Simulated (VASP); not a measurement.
Here is a VASP 6.6.1 calculation.

The input INCAR:

```
  PREC = Accurate
  ENCUT = 500
  EDIFF = 1E-6
  ISMEAR = -1
  SIGMA = 0.08
  LREAL = F
  LASPH = T
  NELM = 120
  ALGO = Normal
  ISIF = 2
  LWAVE = F
  LCHARG = T
  GGA = CA
  LELF = T
  LVHAR = T
  NBANDS = 14
  GGA_COMPAT = F
```

The input KPOINTS:

```
regular mesh
0
Gamma
  14 14 14
```

File POSCAR:

```
PIr
1.0
    0.0000000000      2.2524383660      2.2524383660
    2.2524383660      0.0000000000      2.2524383660
    2.2524383660      2.2524383660      0.0000000000
Ir P
1 1
Direct
    0.0000000000      0.0000000000      0.0000000000
    0.5000000000      0.5000000000      0.5000000000
```

Potentials or basis: VASP PAW LDA potentials, release 64 (Ir, P).

Launch:

```sh
$ cat potpaw_LDA.64/Ir/POTCAR potpaw_LDA.64/P/POTCAR > POTCAR
$ mpirun -np 1 vasp_std > vasp.out
```

(1) Estimate the pressure.

(2) Estimate the band gap on the k mesh.

Answers

(1) 93.9 GPa.

(2) zero (bands 7 and 8 overlap by 2.20 eV).

Caveat: the cell stands under pressure; spin-orbit coupling is left out, which moves the levels of the heavy elements.
